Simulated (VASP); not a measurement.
PbS, 2 atoms in the cell. It takes space group Fm-3m (No. 225, cubic). Conventional cell: a = 5.853 Å, b = 5.853 Å, c = 5.853 Å, α = 90.00°, β = 90.00°, γ = 90.00°. Pb (site symmetry m-3m) has 6 S at 2.93 Å within 3.9 Å. S (site symmetry m-3m) has 6 Pb at 2.93 Å within 3.9 Å. 

```yaml
Program: VASP 6.6.1
Task: single point
Functional: r2SCAN
Potentials_or_basis: VASP PAW PBE potentials, release 64 (Pb_d, S)
Cutoff: 550 eV
k_mesh: 8 × 8 × 8
Occupations: gaussian, width 0.02 eV
Spin: no spin polarisation
Dipole_correction: no
Further_INCAR_settings: ALGO = Normal; EDIFF = 1e-06; NBANDS = 17
```

Potentials or basis: VASP PAW PBE potentials, release 64 (Pb_d, S).

Run with:

```sh
$ cat potpaw_PBE.64/Pb_d/POTCAR potpaw_PBE.64/S/POTCAR > POTCAR
$ cp INCAR.step1 INCAR
$ mpirun -np 1 vasp_std > vasp.out
$ cp INCAR.step2 INCAR
$ mpirun -np 1 vasp_std > vasp.out
```

Hardware: 1 thread of Intel Xeon 8259CL, on a shared host.

**Question.** Estimate the wall time of this run.

**Answer.** Wall time 110 s on 1 thread of Intel Xeon 8259CL (shared host), peak memory 0.2 GiB. Counts: k points 29.
